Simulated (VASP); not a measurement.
Runs of VASP 6.6.1 on V. The structure is that of space group Im-3m (No. 229), or close to it. The cells are those of the table. 

| task | cell | cutoff (eV) | k mesh for the DOS | occupations for the DOS | gap on the mesh (eV) | pressure (GPa) |
| --- | --- | --- | --- | --- | --- | --- |
| single point | a = 2.249 Å, angles 109.5°, 1 atom | 520 | - | - | none | (a) |
| single point | a = 2.553 Å, angles 109.5°, 1 atom | 520 | - | - | none | 10.5 |
| relaxation of cell and atoms | relaxed from a = 2.597 Å, angles 109.5°, 1 atom | 600 | - | - | none | 0.0 |
| single point | a = 2.359 Å, angles 109.5°, 1 atom | 520 | - | - | none | 89.7 |

Alike in all rows: level PBE; potentials or basis VASP PAW PBE potentials, release 64 (V_sv); no spin polarisation; k mesh 18 × 18 × 18; smearing fermi-dirac 0.1 eV.

Q: Fill in the values left out.

A: (a) 171.7.

A gap of «none» marks levels without a gap at the run's occupations.
